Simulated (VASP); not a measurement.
Here is a VASP 6.6.1 calculation.

The input INCAR:

```
PREC = Accurate
ENCUT = 500
EDIFF = 1E-6
ISMEAR = -1
SIGMA = 0.1
LREAL = F
LASPH = T
NELM = 120
ALGO = Normal
ISIF = 2
LWAVE = F
LCHARG = T
GGA = B5
ALDAX = 1.0
AGGAX = 1.0
AGGAC = 1.0
ALDAC = 0.0
LELF = T
LVHAR = T
NBANDS = 13
GGA_COMPAT = F
```

KPOINTS

```
regular mesh
0
Gamma
  11 11 11
```

POSCAR

```
Ge
1.0
    2.7974411088      0.0000000000      0.0000000000
    0.0000000000      2.7974411088      0.0000000000
    0.0000000000      0.0000000000      2.7974411088
Ge
1
Direct
    0.0000000000      0.0000000000      0.0000000000
```

Potentials or basis: VASP PAW PBE potentials, release 64 (Ge_d).

The run is started by

```console
$ cat potpaw_PBE.64/Ge_d/POTCAR > POTCAR
$ mpirun -np 1 vasp_std > vasp.out
```

(1) Estimate the pressure.

(2) Estimate the band gap on the k mesh.

Results:

(1) 0.1 GPa.

(2) zero (bands 7 and 8 overlap by 7.95 eV).

Caveat: the PAW data sets were made with another functional, which shifts forces and pressure a little.
